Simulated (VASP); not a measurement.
Set up this calculation in VASP 6.6.1, as the native input.

```
Task                   : single point
Functional             : PBE
Potentials or basis    : VASP PAW PBE potentials, release 64 (Na_pv, F)
Cutoff                 : 520 eV
k mesh                 : 8 × 8 × 8
Occupations            : gaussian, width 0.05 eV
Spin                   : no spin polarisation
Dipole correction      : no
Further INCAR settings : ALGO = Normal; EDIFF = 1e-06; NBANDS = 14
```

The structure of NaF lies in POSCAR:

```
NaF
1.0
    0.0000000000      2.3233000000      2.2652175000
    2.3233000000      0.0000000000      2.2652175000
    2.3233000000      2.3233000000      0.0000000000
Na F
1 1
Direct
    0.0000000000      0.0000000000      0.0000000000
    0.5000000000      0.5000000000      0.5000000000
```

This cell differs from its parent crystal: strain +0.000 along x and y, -0.025 along z.

These files were run (other wordings do the same):

INCAR

```
PREC     = Accurate       # precision mode
ENCUT    = 520            # plane-wave cutoff, eV
EDIFF    = 1E-6           # SCF threshold, eV
ISMEAR   = 0              # smearing method
SIGMA    = 0.05           # smearing width, eV
LREAL    = F              # projectors in reciprocal space
LASPH    = T              # aspherical terms in the spheres
NELM     = 100            # most SCF steps
ALGO     = Normal         # electronic algorithm
ISIF     = 2              # what is computed and relaxed
LWAVE    = F              # write WAVECAR
LCHARG   = T              # write CHGCAR
GGA      = PE             # functional
LELF     = T              # ELF
LVHAR    = T            
NBANDS   = 14             # bands
```

KPOINTS

```
regular mesh
0
Gamma
  8 8 8
```

Potentials or basis: VASP PAW PBE potentials, release 64 (Na_pv, F).

The run is started by

```sh
$ cat potpaw_PBE.64/Na_pv/POTCAR potpaw_PBE.64/F/POTCAR > POTCAR
$ mpirun -np 1 vasp_std > vasp.out
```

Results of the run:

- Pressure: 3.1 GPa
- Band gap on the k mesh: 6.39 eV, direct

Caveat: the cell differs from its parent crystal (strain +0.000 along x and y, -0.025 along z).

Wall time 8.1 s on 1 thread of Intel(R) Xeon(R) 6975P-C (Granite Rapids) (shared host), peak memory 0.14 GiB.
